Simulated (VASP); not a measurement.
Set up this calculation in VASP 6.6.1, as the native input.

```yaml
Task: single point
Functional: PBE
Potentials_or_basis: VASP PAW PBE potentials, release 64 (Co, Si)
Cutoff: 520 eV
k_mesh: 10 × 10 × 10
Occupations: gaussian, width 0.15 eV
Spin: no spin polarisation
Dipole_correction: no
Further_INCAR_settings: ALGO = Fast; EDIFF = 1e-06; NBANDS = 36
```

The structure of CoSi lies in POSCAR:

```
CoSi
1.0
    4.2979235955      0.0000000000      0.0000000000
    0.0000000000      4.2979235955      0.0000000000
    0.0000000000      0.0000000000      4.4973118035
Co Si
4 4
Direct
    0.1450189122      0.1450189122      0.1450189122
    0.3549810878      0.8549810878      0.6450189122
    0.6450189122      0.3549810878      0.8549810878
    0.8549810878      0.6450189122      0.3549810878
    0.8431597104      0.8431597104      0.8431597104
    0.6568402896      0.1568402896      0.3431597104
    0.3431597104      0.6568402896      0.1568402896
    0.1568402896      0.3431597104      0.6568402896
```

This cell differs from its parent crystal: strain -0.030 along x and y, +0.015 along z.

These files were run (other wordings do the same):

INCAR

```
SYSTEM = CoSi
PREC = Accurate ; ENCUT = 520
EDIFF = 1E-6 ; ISMEAR = 0
SIGMA = 0.15 ; LREAL = .False.
LASPH = .True. ; NELM = 100
ALGO = Fast ; ISIF = 2
LWAVE = .False. ; LCHARG = .True.
GGA = PE ; LELF = .True.
LVHAR = .True. ; NBANDS = 36
```

KPOINTS

```
regular mesh
0
Gamma
  10 10 10
  0 0 0
```

Potentials or basis: VASP PAW PBE potentials, release 64 (Co, Si).

Launch:

```bash
$ cat potpaw_PBE.64/Co/POTCAR potpaw_PBE.64/Si/POTCAR > POTCAR
$ mpirun -np 1 vasp_std > vasp.out
```

It gave:

- Pressure: 11.7 GPa
- Largest force: 0.135 eV/Å
- Band gap on the k mesh: zero (bands 26 and 27 overlap by 0.24 eV)

Caveat: the cell differs from its parent crystal (strain -0.030 along x and y, +0.015 along z); the stress differs along the axes, from 4 to 16 GPa.

Run time: 21 min on 1 thread of Oxide Virtual Turin-like Processor (shared host), peak memory 0.53 GiB.
